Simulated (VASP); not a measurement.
# Ba: single point with LDA

Ba:

```
Ba
1.0
    -2.37894    2.37894    2.37894
     2.37894   -2.37894    2.37894
     2.37894    2.37894   -2.37894
Ba
1
Direct
  0.00000 0.00000 0.00000
```

| Quantity | Value |
| --- | --- |
| Program | VASP 6.6.1 |
| Task | single point |
| Functional | LDA |
| Potentials or basis | VASP PAW LDA potentials, release 64 (Ba_sv) |
| Cutoff | 520 eV |
| k mesh | 9 × 9 × 9 |
| Occupations | fermi-dirac, width 0.2 eV |
| Spin | no spin polarisation |

| Item | Value |
| --- | --- |
| Pressure | 0.2 GPa |
| Band gap on the k mesh | zero (band 5 reaches 2.57 eV, above the bottom of band 6 at 1.32 eV) |

Levels at points of the mesh, in eV from the Fermi level:
```tsv
k point	band 2	band 3	band 4	band 5	band 6	band 7	band 8	band 9
(0.00, 0.00, 0.00)	-13.44	-13.44	-13.44	-2.84	1.90	1.90	1.90	3.59
```

Wall time 16 s on 1 thread of Intel Xeon 8259CL, with other jobs on the host, peak memory 0.16 GiB.

Caveat: spin-orbit coupling is left out, which moves the levels of the heavy elements.
